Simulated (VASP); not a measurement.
# V: single point with PBE

V:

```
V
1.0
     2.41589    0.00000    0.00000
     0.00000    2.41589    0.00000
     0.00000    0.00000    2.41589
V
1
Direct
  0.00000 0.00000 0.00000
```

This isn't the form of V at room conditions, which is bcc.

```
Program             : VASP 6.6.1
Task                : single point
Functional          : PBE
Potentials or basis : VASP PAW PBE potentials, release 64 (V_sv)
Cutoff              : 520 eV
k mesh              : 22 × 22 × 22
Occupations         : fermi-dirac, width 0.0612256 eV
Spin                : no spin polarisation
```

The pressure is 6.3 GPa and the band gap on the k mesh is zero (an odd number of electrons rules out a gap without spin polarisation).

Levels at points of the mesh, in eV from the Fermi level:
| k point | band 3 | band 4 | band 5 | band 6 | band 7 | band 8 | band 9 | band 10 | band 11 | band 12 |
| --- | --- | --- | --- | --- | --- | --- | --- | --- | --- | --- |
| (0.00, 0.00, 0.00) | -37.04 | -37.04 | -6.46 | -2.26 | -2.26 | 3.68 | 3.68 | 3.68 | 18.75 | 18.75 |
| (0.50, 0.00, 0.00) | -36.93 | -36.93 | -2.27 | -1.45 | -0.15 | 1.57 | 1.57 | 3.87 | 8.15 | 19.58 |
| (0.50, 0.50, 0.00) | -38.03 | -36.83 | -3.78 | -0.72 | 2.03 | 2.03 | 4.98 | 6.39 | 6.39 | 12.99 |
| (0.50, 0.50, 0.50) | -37.87 | -37.87 | -2.08 | -2.08 | -2.08 | 5.10 | 5.10 | 10.42 | 14.01 | 14.01 |

Wall time 39 s on 1 thread of Intel Xeon 8259CL, on a shared host, peak memory 0.17 GiB.

Caveat: the cell stands under pressure.
